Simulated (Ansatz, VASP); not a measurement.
NbSb in VASP and in Ansatz

```
Nb Sb
1.0
     3.13325    0.00000    0.00000
    -1.56663    2.71348    0.00000
     0.00000    0.00000   10.05476
Nb Sb
2 2
Direct
  0.66667 0.33333 0.95114
  0.33333 0.66667 0.45114
  0.66667 0.33333 0.67406
  0.33333 0.66667 0.17406
```

Alike in both runs: task single point; functional PBEsol; k mesh 10 × 10 × 6; occupations gaussian, width 0.05 eV; no spin polarisation.

|  | VASP | Ansatz |
| --- | --- | --- |
| version | VASP 6.6.1 | Ansatz 0.2.0 |
| potentials or method | VASP PAW PBE potentials, release 64 (Nb_sv, Sb), cutoff 520 eV | scalar-relativistic, plane waves, PAW |
| valence electrons in the cell | 36 | 56 |

```tsv
	VASP	Ansatz	Ansatz less VASP
gap on the k mesh at the Fermi level (eV)	none	none	-
pressure (GPa)	0.0	0.0	-0.02
traceless stress, the component that is largest in VASP (GPa)	-0.07	0.00	+0.077
rms of the force components (eV/Å)	0.007	0.001	-0.0058
```

VASP's potentials were made for PBE, not for PBEsol. Atom by atom the forces differ by 0.008 eV/Å (rms over components). A gap of «none» marks a metal or a gap that the smearing closes. VASP's potentials hold 36 valence electrons a cell and Ansatz's 56, so a difference there can come from the potentials and not from the codes.

Neither program's run includes spin-orbit coupling.
